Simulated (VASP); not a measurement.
# Ca8F15 (a cell with a defect): single point with PBE

System: Ca8F15 (a cell with a defect).

```
Ca F
1.0
     0.00000    5.46321    5.46321
     5.46321    0.00000    5.46321
     5.46321    5.46321    0.00000
Ca F
8 15
Direct
  0.00113 0.00692 0.99461
  0.01279 0.98879 0.49784
  0.99941 0.49917 0.99857
  0.99941 0.49917 0.50010
  0.50027 0.99896 0.02018
  0.50028 0.99897 0.47784
  0.50779 0.49548 0.99699
  0.48955 0.51083 0.49844
  0.12728 0.12111 0.12401
  0.38749 0.36369 0.38229
  0.12725 0.12114 0.62487
  0.38752 0.36365 0.86381
  0.13488 0.63485 0.11376
  0.37254 0.87011 0.37731
  0.12296 0.62151 0.62638
  0.43428 0.95444 0.80435
  0.63289 0.12867 0.11785
  0.85627 0.35723 0.39187
  0.87776 0.37625 0.87161
  0.61989 0.62839 0.12097
  0.86413 0.88680 0.38419
  0.61992 0.62836 0.62802
  0.86409 0.88683 0.86216
```

```
Program                : VASP 6.6.1
Task                   : single point
Functional             : PBE
Potentials or basis    : VASP PAW PBE potentials, release 64 (Ca_sv, F)
Cutoff                 : 520 eV
k mesh                 : 2 × 2 × 2
Occupations            : gaussian, width 0.02 eV
Spin                   : collinear spin
Starting moments       : [0.0, 0.0, 0.0, 0.0, 0.0, 0.0, 0.0, 0.0, 0.08, 0.08, 0.08, 0.08, 0.0, 0.0, 0.08, 0.08, 0.08, 0.08, 0.05, 0.08, 0.08, 0.08, 0.08] μB
Dipole correction      : no
Charge                 : 2
Further INCAR settings : ALGO = Normal; EDIFF = 1e-06; NBANDS = 114; NELECT = 183.0
```

```yaml
Largest_force: 0.472 eV/Å
Net_moment: -0.29 μB per cell
Site_moments: Ca +0.00, -0.00 (each value once); F -0.02, -0.06, -0.00, -0.03, +0.10, +0.04 (each value once) μB
Valence_electrons_inside_the_program's_atomic_spheres: Ca 8.07, 8.10, 8.05, 8.14 (each value once); F 6.08, 6.09, 6.10, 6.13, 6.11, 6.07, 6.12 (each value once)
```

Forces on the atoms (eV/Å):
```
Ca  -0.032  0.033  0.045
Ca   0.013 -0.012  0.057
Ca   0.021  0.021  0.009
Ca  -0.021 -0.021  0.010
Ca  -0.021 -0.031  0.006
Ca   0.036  0.025  0.004
Ca   0.033 -0.033  0.045
Ca  -0.006  0.006  0.060
F    0.043  0.006  0.026
F    0.010  0.033  0.016
F   -0.009 -0.041  0.026
F   -0.032 -0.012  0.017
F   -0.003  0.002 -0.029
F    0.006 -0.004  0.033
F    0.003 -0.002  0.013
F   -0.038  0.026 -0.470
F    0.004 -0.002  0.039
F    0.001 -0.002  0.012
F    0.004 -0.003  0.016
F    0.008  0.040  0.020
F    0.022  0.002  0.014
F   -0.039 -0.010  0.020
F   -0.004 -0.021  0.014
```

Levels at points of the mesh, in eV from the Fermi level:
Spin up:
| k point | band 89 | band 90 | band 91 | band 92 | band 93 | band 94 |
| --- | --- | --- | --- | --- | --- | --- |
| (0.00, 0.00, 0.00) | -0.12 | -0.02 | -0.01 | 0.07 | 7.00 | 8.44 |
| (0.50, 0.00, 0.00) | -0.26 | -0.22 | -0.20 | -0.14 | 7.77 | 8.54 |
| (0.00, 0.50, 0.00) | -0.26 | -0.21 | -0.20 | -0.15 | 7.77 | 8.55 |
| (0.00, 0.00, 0.50) | -0.25 | -0.21 | -0.20 | -0.15 | 7.73 | 8.49 |
| (0.50, 0.50, 0.50) | -0.25 | -0.21 | -0.20 | -0.15 | 7.73 | 8.49 |
| (0.50, 0.50, 0.00) | -0.05 | -0.05 | 0.00 | 0.01 | 7.85 | 8.59 |
| (0.00, 0.50, 0.50) | -0.09 | -0.03 | 0.00 | 0.01 | 7.84 | 8.58 |
| (0.50, 0.00, 0.50) | -0.09 | -0.03 | 0.00 | 0.01 | 7.84 | 8.58 |
Spin down:
```csv
k point,band 87,band 88,band 89,band 90,band 91,band 92,band 93,band 94,band 95,band 96
"(0.00, 0.00, 0.00)",-0.22,-0.17,-0.13,-0.08,-0.04,0.00,7.00,8.43,8.47,8.48
"(0.50, 0.00, 0.00)",-0.33,-0.29,-0.25,-0.24,-0.22,-0.15,7.77,8.54,8.60,8.62
"(0.00, 0.50, 0.00)",-0.32,-0.29,-0.25,-0.24,-0.21,-0.15,7.77,8.55,8.59,8.61
"(0.00, 0.00, 0.50)",-0.31,-0.28,-0.26,-0.22,-0.19,-0.16,7.73,8.48,8.59,8.66
"(0.50, 0.50, 0.50)",-0.31,-0.28,-0.26,-0.22,-0.19,-0.16,7.73,8.48,8.59,8.66
"(0.50, 0.50, 0.00)",-0.14,-0.14,-0.13,-0.13,-0.07,0.01,7.85,8.59,8.63,8.65
"(0.00, 0.50, 0.50)",-0.18,-0.14,-0.13,-0.09,-0.08,0.01,7.84,8.57,8.60,8.75
"(0.50, 0.00, 0.50)",-0.18,-0.14,-0.13,-0.09,-0.08,0.01,7.84,8.57,8.60,8.75
```

Wall time 24 min on 4 MPI ranks on Intel(R) Xeon(R) Platinum 8375C CPU @ 2.90GHz (Ice Lake), on a shared host, peak memory 0.55 GiB a rank.

Caveat: the k points lie up to 0.50 Å⁻¹ apart; the cell carries a net charge on a neutralising background, which shifts energy and pressure; the cell is charged against a uniform background, so pressure and absolute levels hang on convention.
